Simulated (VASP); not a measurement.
Runs of VASP 6.6.1 on Bi. The structure is that of space group Immm (No. 71), or close to it. The cells are those of the table. 

```csv
cell,further INCAR settings,gap on the mesh (eV),pressure (GPa)
"a = 3.359 Å, angles 120.0, 95.5, 113.8°, 1 atom",ALGO = Fast; EDIFF = 1e-07; NBANDS = 14,none,2.5
"a = 3.359 Å, angles 123.5, 99.6, 106.3°, 1 atom",ALGO = Fast; EDIFF = 1e-07; NBANDS = 14,none,(b)
"a = 3.358 Å, angles 122.6, 98.6, 108.2°, 1 atom",ALGO = Fast; EDIFF = 1e-06; NBANDS = 14,none,3.6
"a = 3.358 Å, angles 120.8, 96.5, 111.9°, 1 atom",ALGO = Fast; EDIFF = 1e-07; NBANDS = 14,none,2.6
"a = 3.357 Å, angles 121.7, 97.5, 110.1°, 1 atom",ALGO = Fast; EDIFF = 1e-07; NBANDS = 14,none,(a)
```

Alike in all rows: task single point; level PBEsol+D3(BJ); potentials or basis VASP PAW PBE potentials, release 64 (Bi_d); no spin polarisation; k mesh 16 × 16 × 16; cutoff (eV) 520; smearing gaussian 0.15 eV.

Question: Fill in the values left out.

Answer: (a) 3.0; (b) 4.2.

Caveats: the PAW data sets were made with another functional, which shifts forces and pressure a little; spin-orbit coupling is left out, which moves the levels of the heavy elements; the cell stands under pressure (at least some runs).

A k mesh can miss the band edges, and the runs leave out spin-orbit coupling on Bi.

A gap of «none» marks levels without a gap at the run's occupations.
